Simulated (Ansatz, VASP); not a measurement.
# GaN: VASP beside Ansatz

INCAR

```
SYSTEM = GaN
ALGO = Normal ; EDIFF = 1E-6
ENCUT = 520 ; GGA = PE
ISIF = 2 ; ISMEAR = 0
LASPH = .TRUE. ; LCHARG = .FALSE.
LREAL = .FALSE. ; LWAVE = .FALSE.
NBANDS = 26 ; NELM = 80
PREC = Accurate ; SIGMA = 0.05
```

Contents of KPOINTS:

```
k-points
0
G
  12 12 6
  0 0 0
```

The input POSCAR:

```
GaN
1.0
    3.1799996605      0.0000000000      0.0000000000
   -1.5899998303      2.6713416753      0.0000000000
    0.0000000000      0.0000000000      5.1660000000
Ga N
2 2
Direct
    0.3333333333      0.6666666667      0.0000000000
    0.6666666667      0.3333333333      0.5000000000
    0.3333333333      0.6666666667      0.3750000000
    0.6666666667      0.3333333333      0.8750000000
```

Input for Ansatz:

```yaml
crystal:
  lattice:
    - [3.1799996605, 0.0, 0.0]
    - [-1.5899998303, 2.6713416753, 0.0]
    - [0.0, 0.0, 5.166]
  atoms:
    - { symbol: Ga, position: [0.3333333333, 0.6666666667, 0.0] }
    - { symbol: Ga, position: [0.6666666667, 0.3333333333, 0.5] }
    - { symbol: "N", position: [0.3333333333, 0.6666666667, 0.375] }
    - { symbol: "N", position: [0.6666666667, 0.3333333333, 0.875] }
basis:
  ecutwfc: 420
kpoints:
  mp_grid: { grid: [12, 12, 6] }
hamiltonian:
  xc: pbe
scf:
  occupations: { method: gaussian, width: 0.05 }
output:
  forces: true
  stress: true
  eigenvalues: true
```

Change from the starting cell: strain -0.0300 x Voigt [0, 1, 0, 0, 0, 0], atoms carried along.

Alike in both runs: task single point; functional PBE; k mesh 12 × 12 × 6; occupations gaussian, width 0.05 eV; no spin polarisation.

```csv
,VASP,Ansatz
version,VASP 6.6.1,Ansatz 0.2.0
potentials or method,"VASP PAW PBE potentials, release 64 (Ga_d, N), cutoff 520 eV","scalar-relativistic, plane waves, PAW"
valence electrons in the cell,36,36
```

VASP gave:

| Item | Value |
| --- | --- |
| gap on the k mesh at the Fermi level (eV) | 2.06 |
| least direct gap on the mesh (eV) | 2.06 |
| pressure (GPa) | 14.0 |
| traceless stress, the component that is largest in VASP (GPa) | 6.65 |
| rms of the force components (eV/Å) | 0.205 |

Problem. What did Ansatz give for the same quantities?

Solution. gap on the k mesh at the Fermi level (eV): 2.05; least direct gap on the mesh (eV): 2.05; pressure (GPa): 14.0; traceless stress, the component that is largest in VASP (GPa): 6.68; rms of the force components (eV/Å): 0.209.

Atom by atom the forces differ by 0.004 eV/Å (rms over components).
